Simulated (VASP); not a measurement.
# CdS (Fm-3m) in VASP: notebook

The runs below take CdS through single point, relaxation of cell and atoms, with PBE0, B3LYP.

Program: VASP 6.6.1. These are calculated values, not measurements. Logs are shortened: lines on timing, memory, paths and dates and some standing lists are left out, and cuts for length are marked.

## Step 1: The cell of the first run

Symmetry: Fm-3m, No. 225, cubic system. Conventional cell: a = 5.543 Å, b = 5.543 Å, c = 5.543 Å, α = 90.00°, β = 90.00°, γ = 90.00°. Within 3.7 Å of Cd (site symmetry m-3m) lie 6 S at 2.77 Å. Within 3.7 Å of S (site symmetry m-3m) lie 6 Cd at 2.77 Å.

## Step 2: Single point, PBE0

File POSCAR:

```
CdS
1.0
    0.0000000000      2.7714779354      2.7714779354
    2.7714779354      0.0000000000      2.7714779354
    2.7714779354      2.7714779354      0.0000000000
Cd S
1 1
Direct
    0.0000000000      0.0000000000      0.0000000000
    0.5000000000      0.5000000000      0.5000000000
```

File INCAR.step1:

```
SYSTEM = CdS
PREC     = Accurate       ! precision mode
ENCUT    = 520            ! plane-wave cutoff, eV
EDIFF    = 1E-5           ! SCF threshold, eV
ISMEAR   = -1             ! smearing method
SIGMA    = 0.05           ! smearing width, eV
LREAL    = .False.        ! projectors in reciprocal space
LASPH    = .True.         ! aspherical terms in the spheres
NELM     = 100            ! most SCF steps
ALGO     = Normal         ! electronic algorithm
ISIF     = 2              ! what is computed and relaxed
LWAVE    = .True.         ! write WAVECAR
GGA      = PE             ! functional
NBANDS   = 16             ! bands
```

File INCAR.step2:

```
SYSTEM = CdS
PREC     = Accurate       ! precision mode
ENCUT    = 520            ! plane-wave cutoff, eV
EDIFF    = 1E-7           ! SCF threshold, eV
ISMEAR   = -1             ! smearing method
SIGMA    = 0.05           ! smearing width, eV
LREAL    = .False.        ! projectors in reciprocal space
LASPH    = .True.         ! aspherical terms in the spheres
NELM     = 100            ! most SCF steps
ALGO     = Normal         ! electronic algorithm
ISIF     = 2              ! what is computed and relaxed
LWAVE    = .False.        ! write WAVECAR
LCHARG   = .True.         ! write CHGCAR
GGA      = PE             ! functional
LHFCALC  = .True.         ! exact exchange
AEXX     = 0.25           ! exact-exchange fraction
PRECFOCK = Normal       
LELF     = .True.         ! ELF
LVHAR    = .True.       
ISTART   = 1            
NBANDS   = 16             ! bands
```

File KPOINTS:

```
regular mesh
0
Gamma
  4 4 4
  0 0 0
```

Potentials or basis: VASP PAW PBE potentials, release 64 (Cd, S).

Launch:

```bash
$ cat potpaw_PBE.64/Cd/POTCAR potpaw_PBE.64/S/POTCAR > POTCAR
$ cp INCAR.step1 INCAR
$ mpirun -np 1 vasp_std > vasp.out
$ cp INCAR.step2 INCAR
$ mpirun -np 1 vasp_std > vasp.out
```

OUTCAR:

```text
SYSTEM = CdS
   PREC = Accurate
   ENCUT = 520
   EDIFF = 1E-7
   ISMEAR = -1
   LREAL = .False.
   LASPH = .True.
   NELM = 100
   ISIF = 2
   GGA = PE
   LHFCALC = .True.
   AEXX = 0.25
   PRECFOCK = Normal
   ISTART = 1

 ion  position               nearest neighbor table
   1  0.000  0.000  0.000-   2 2.77   2 2.77   2 2.77   2 2.77   2 2.77   2 2.77
   2  0.500  0.500  0.500-   1 2.77   1 2.77   1 2.77   1 2.77   1 2.77   1 2.77

  LATTYP: Found a face centered cubic cell.
 ALAT       =     5.5429558708

  Lattice vectors:

 A1 = (   0.0000000000,   2.7714779354,   2.7714779354)
 A2 = (   2.7714779354,   0.0000000000,   2.7714779354)
 A3 = (   2.7714779354,   2.7714779354,   0.0000000000)

Analysis of symmetry for initial positions (statically):
=====================================================================
 Subroutine PRICEL returns:
 Original cell was already a primitive cell.

 Routine SETGRP: Setting up the symmetry group for a
 face centered cubic supercell.

 Subroutine GETGRP returns: Found 48 space group operations
 (whereof 48 operations were pure point group operations)
 out of a pool of 48 trial point group operations.

The static configuration has the point symmetry O_h .

Analysis of symmetry for dynamics (positions and initial velocities):
=====================================================================
 Subroutine PRICEL returns:
 Original cell was already a primitive cell.

 Routine SETGRP: Setting up the symmetry group for a
 face centered cubic supercell.

 Subroutine GETGRP returns: Found 48 space group operations
 (whereof 48 operations were pure point group operations)
 out of a pool of 48 trial point group operations.

The dynamic configuration has the point symmetry O_h .

 Subroutine INISYM returns: Found 48 space group operations
 (whereof 48 operations are pure point group operations),
 and found     1 'primitive' translations

----------------------------------------------------------------------------------------

                                     Primitive cell

  volume of cell :      42.5759

  direct lattice vectors                    reciprocal lattice vectors
     0.000000000  2.771477935  2.771477935    -0.180409158  0.180409158  0.180409158
     2.771477935  0.000000000  2.771477935     0.180409158 -0.180409158  0.180409158
     2.771477935  2.771477935  0.000000000     0.180409158  0.180409158 -0.180409158

  length of vectors
     3.919461684  3.919461684  3.919461684     0.312477827  0.312477827  0.312477827

  position of ions in fractional coordinates (direct lattice)
     0.000000000  0.000000000  0.000000000
     0.500000000  0.500000000  0.500000000

  ion indices of the primitive-cell ions
   primitive index   ion index
                 1           1
                 2           2

----------------------------------------------------------------------------------------

 KPOINTS: regular mesh

Automatic generation of k-mesh.
 Grid dimensions read from file:
 generate k-points for:    4    4    4

 Generating k-lattice:

  Cartesian coordinates                     Fractional coordinates (reciprocal lattice)
    -0.045102289  0.045102289  0.045102289     0.250000000  0.000000000  0.000000000
     0.045102289 -0.045102289  0.045102289     0.000000000  0.250000000  0.000000000
     0.045102289  0.045102289 -0.045102289     0.000000000  0.000000000  0.250000000

  Length of vectors
     0.078119457  0.078119457  0.078119457

  Shift w.r.t. Gamma in fractional coordinates (k-lattice)
     0.000000000  0.000000000  0.000000000

 Subroutine IBZKPT returns following result:
 ===========================================

 Found      8 irreducible k-points:

 Following reciprocal coordinates:
            Coordinates               Weight
  0.000000  0.000000  0.000000      1.000000
  0.250000  0.000000  0.000000      8.000000
  0.500000  0.000000  0.000000      4.000000
  0.250000  0.250000  0.000000      6.000000
  0.500000  0.250000  0.000000     24.000000
 -0.250000  0.250000  0.000000     12.000000
  0.500000  0.500000  0.000000      3.000000
 -0.250000  0.500000  0.250000      6.000000
   k-points           NKPTS =      8   k-points in BZ     NKDIM =     64   number of bands    NBANDS=     16
   number of dos      NEDOS =    301   number of ions     NIONS =      2
   total plane-waves  NPLWV =  27000
   dimension x,y,z NGX =    30 NGY =   30 NGZ =   30
   dimension x,y,z NGXF=    60 NGYF=   60 NGZF=   60
   ions per type =               1   1
   NGX,Y,Z   is equivalent  to a cutoff of  12.72, 12.72, 12.72 a.u.
   NGXF,Y,Z  is equivalent  to a cutoff of  25.45, 25.45, 25.45 a.u.
 SYSTEM =  CdS
   PREC   = accura    normal or accurate (medium, high low for compatibility)
   ISTART =      1    job   : 0-new  1-cont  2-samecut
   ICHARG =      0    charge: 1-file 2-atom 10-const
   ISPIN  =      1    spin polarized calculation?
   LNONCOLLINEAR =      F non collinear calculations
   LSORBIT =      F    spin-orbit coupling
   LASPH  =      T    aspherical Exc in radial PAW
   ENCUT  =  520.0 eV  38.22 Ry    6.18 a.u.   7.29  7.29  7.29*2*pi/ulx,y,z
   NELM   =    100;   NELMIN=  2; NELMDL=  0     # of ELM steps
   EDIFF  = 0.1E-06   stopping-criterion for ELM
   LREAL  =      F    real-space projection
   EDIFFG = 0.1E-05   stopping-criterion for IOM
   NSW    =      0    number of steps for IOM
   IBRION =     -1    ionic relax: 0-MD 1-quasi-New 2-CG
   NFREE  =      0    steps in history (QN), initial steepest desc. (CG)
   ISIF   =      2    stress and relaxation
   ISYM   =      3    0-nonsym 1-usesym 2-fastsym
   POTIM  = 0.5000    time-step for ionic-motion
   TEBEG  =    0.0;   TEEND  =   0.0 temperature during run
   PSTRESS=    0.0 pullay stress
   NELECT =      18.0000    total number of electrons
   NUPDOWN=      -1.0000    fix difference up-down
   EMIN   =  10.00;   EMAX   =-10.00  energy-range for DOS
   EFERMI =   0.00;   METHOD = LEGACY
   ISMEAR =    -1;   SIGMA  =   0.05  broadening in eV -4-tet -1-fermi 0-gaus
   EFERMI_NEDOS =   21; number of points for ismear=-14 and -15
   IALGO  =     38    algorithm
   IMIX   =      1    mixing-type and parameters
     AMIX     =   0.40;   BMIX     =  1.00
     AMIX_MAG =   1.60;   BMIX_MAG =  1.00
  volume/ion in A,a.u.               =      21.29       143.66
  Fermi-wavevector in a.u.,A,eV,Ry     =   1.228695  2.321898 20.540613  1.509692
  Thomas-Fermi vector in A             =   2.363611
   LORBIT       =      0    0 simple, 1 ext, 2 COOP (PROOUT), +10 PAW based schemes
   GGA     = PE    functional components
   LHFCALC =     T    Hartree Fock is set to
   PRECFOCK=normal    Normal, Fast or Accurate (Low or Medium for compatibility)
   ENCUT4O =  -1.0   cutoff for four orbital integrals eV
   NKREDX  =     1    reduce k-point grid by
   NKREDY  =     1    reduce k-point grid by
   NKREDZ  =     1    reduce k-point grid by
   AEXX    =    0.2500 exact exchange contribution
   HFSCREEN=    0.0000 screening length (either q_TF or 0.3 A-1)
   HFSCREENC=   0.0000 screening length for correlation (either q_TF or 0.3 A-1)
   ENCUTFOCK=  -1.0 apply spherical cutoff to Coloumb kernel
   IVDW    =     0    specifies the selected vdW correction
   LEPSILON=     F    determine dielectric tensor
   LRPA    =     F    only Hartree local field effects (RPA)
 non-spin polarized calculation
  energy-cutoff  :      520.00
  volume of cell :       42.58
 maximum number of plane-waves:      1162
 NGX is ok and might be reduce to    30
  NGX = 24; NGY = 24; NGZ = 24

 number of electron      18.0000003 magnetization

 Free energy of the ion-electron system (eV)
  ---------------------------------------------------
  ext. energy  EPLUGINS =         0.00000000
  ---------------------------------------------------
  free energy    TOTEN  =        -7.87944463 eV

  energy without entropy =       -7.87944463  energy(sigma->0) =       -7.87944463

 E-fermi :   2.5308     XC(G=0):  -8.0449

 val. band max:        1.5349961708   @ k =   0.5000   0.0000   0.0000
 cond. band min:       3.4711407835   @ k =   0.5000   0.5000   0.0000
 fundamental gap:      1.9361446127
 Fermi energy:         2.5307683041

 k-point     1 :       0.0000    0.0000    0.0000
  band No.  band energies     occupation
      1     -12.2572      2.00000
      2      -7.3085      2.00000
      3      -7.3085      2.00000
      4      -7.2852      2.00000
      5      -7.2852      2.00000
      6      -7.2852      2.00000
[... 8 lines left out ...]
     15      14.9824      0.00000
     16      14.9824      0.00000

 k-point     2 :       0.2500    0.0000    0.0000
  band No.  band energies     occupation
      1     -11.7545      2.00000
      2      -7.4406      2.00000
      3      -7.4406      2.00000
      4      -7.3352      2.00000
      5      -7.1996      2.00000
      6      -7.1996      2.00000
[... 8 lines left out ...]
     15      14.3538      0.00000
     16      14.3538      0.00000

 k-point     3 :       0.5000    0.0000    0.0000
  band No.  band energies     occupation
      1     -11.1106      2.00000
      2      -7.5694      2.00000
      3      -7.5694      2.00000
      4      -7.4565      2.00000
      5      -7.1091      2.00000
      6      -7.1091      2.00000
[... 8 lines left out ...]
     15      16.7177      0.00000
     16      16.7177      0.00000

 k-point     4 :       0.2500    0.2500    0.0000
  band No.  band energies     occupation
      1     -11.7012      2.00000
      2      -7.3851      2.00000
      3      -7.3517      2.00000
      4      -7.2616      2.00000
      5      -7.1852      2.00000
      6      -7.1852      2.00000
[... 8 lines left out ...]
     15      16.5798      0.00000
     16      18.3084      0.00000

 k-point     5 :       0.5000    0.2500    0.0000
  band No.  band energies     occupation
      1     -11.2615      2.00000
      2      -7.3959      2.00000
      3      -7.3671      2.00000
      4      -7.2283      2.00000
      5      -7.0875      2.00000
      6      -6.9528      2.00000
[... 8 lines left out ...]
     15      17.3160      0.00000
     16      18.6056      0.00000

 k-point     6 :      -0.2500    0.2500    0.0000
  band No.  band energies     occupation
      1     -11.3024      2.00000
      2      -7.5179      2.00000
      3      -7.4218      2.00000
      4      -7.2952      2.00000
      5      -7.1573      2.00000
      6      -7.0357      2.00000
[... 8 lines left out ...]
     15      17.2993      0.00000
     16      17.8568      0.00000

 k-point     7 :       0.5000    0.5000    0.0000
  band No.  band energies     occupation
      1     -11.3852      2.00000
      2      -7.4183      2.00000
      3      -7.2143      2.00000
      4      -7.0495      2.00000
      5      -7.0495      2.00000
      6      -6.3456      2.00000
[... 8 lines left out ...]
     15      18.1312      0.00000
     16      18.4487      0.00000

 k-point     8 :      -0.2500    0.5000    0.2500
  band No.  band energies     occupation
      1     -11.2268      2.00000
      2      -7.4220      2.00000
      3      -7.2721      2.00000
      4      -7.2721      2.00000
      5      -7.0494      2.00000
      6      -6.5367      2.00000
[... 8 lines left out ...]
     15      16.5318      0.00000
     16      18.4382      0.00000

------------------------ aborting loop because EDIFF is reached ----------------------------------------

  FORCE on cell =-STRESS in cart. coord.  units (eV):
  Direction    XX          YY          ZZ          XY          YZ          ZX
  --------------------------------------------------------------------------------------
  -------------------------------------------------------------------------------------
  Total       -0.8454759     -0.8454759     -0.8454759     -0.0000000      0.0000000     -0.0000000
  in kB      -31.8161450    -31.8161450    -31.8161450     -0.0000000      0.0000000     -0.0000000
  external PRESSURE =     -31.8161450 kB  Pullay stress =       0.0000000 kB

 VOLUME and BASIS-vectors are now :
 -----------------------------------------------------------------------------
  energy-cutoff  :      520.00
  volume of cell :       42.58
      direct lattice vectors                 reciprocal lattice vectors
     0.000000000  2.771477935  2.771477935    -0.180409158  0.180409158  0.180409158
     2.771477935  0.000000000  2.771477935     0.180409158 -0.180409158  0.180409158
     2.771477935  2.771477935  0.000000000     0.180409158  0.180409158 -0.180409158

 POSITION                                       TOTAL-FORCE (eV/Angst)
 -----------------------------------------------------------------------------------
      0.00000      0.00000      0.00000         0.000000     -0.000000      0.000000
      2.77148      2.77148      2.77148         0.000000      0.000000     -0.000000
 -----------------------------------------------------------------------------------
    total drift:                                0.000000     -0.000000     -0.000000

  FREE ENERGIE OF THE ION-ELECTRON SYSTEM (eV)
  ---------------------------------------------------
  free  energy   TOTEN  =        -7.8794446281 eV

  energy  without entropy=       -7.8794446268  energy(sigma->0) =       -7.87944463
```

Wall time 13 min (1 thread of Intel Xeon 8259CL, shared host); peak memory 0.17 GiB.

What came out:

```yaml
Free_energy: -7.8794 eV
Pressure: -3.2 GPa
Band_gap_on_the_k_mesh: 1.94 eV (least direct gap 3.14 eV)
```

Levels at points of the mesh, in eV from the valence-band top:
```
           k point  band 7  band 8  band 9  band 10  band 11  band 12
(0.00, 0.00, 0.00)   -0.66   -0.66   -0.66     2.48    11.10    11.10
(0.50, 0.00, 0.00)   -5.08    0.00    0.00     5.20     7.78     7.78
(0.50, 0.50, 0.00)   -4.34   -2.12   -2.12     1.94     7.72    11.80
```

Caveat: the k points lie up to 0.49 Å⁻¹ apart; the PAW data sets were made with another functional, which shifts forces and pressure a little. A k mesh can miss the band edges.

(Continued in part 2 of 2.)
